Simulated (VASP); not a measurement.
C:

```
CELL_PARAMETERS angstrom
0.00000 1.78337 1.78337
1.78337 0.00000 1.78337
1.78337 1.78337 0.00000
ATOMIC_POSITIONS crystal
C 0.25000 0.25000 0.25000
C 0.00000 0.00000 0.00000
```

Base run:

- Program: VASP 6.6.1
- Functional: LDA
- Potentials or basis: VASP PAW LDA potentials, release 64 (C)
- Cutoff: 520 eV
- k mesh: 13 × 13 × 13
- Occupations: gaussian, width 0.1 eV
- Spin: no spin polarisation

Its results: band gap on the k mesh 4.11 eV, indirect (least direct gap 5.54 eV); pressure -11.6 GPa.

The run is repeated on the same cell with these changes: potentials or basis from VASP PAW LDA potentials, release 64 (C) to VASP PAW LDA potentials, release 64 (C_h); cutoff from 520 eV to 910 eV. What comes out?

Band gap on the k mesh 4.11 eV, indirect (least direct gap 5.54 eV); pressure -12.5 GPa.

Caveats: the cutoff is under 1.25 times the usual one of these potentials, so pressure, stress and relaxed cells hold a basis-set (Pulay) error (some runs).

A k mesh can miss the band edges.
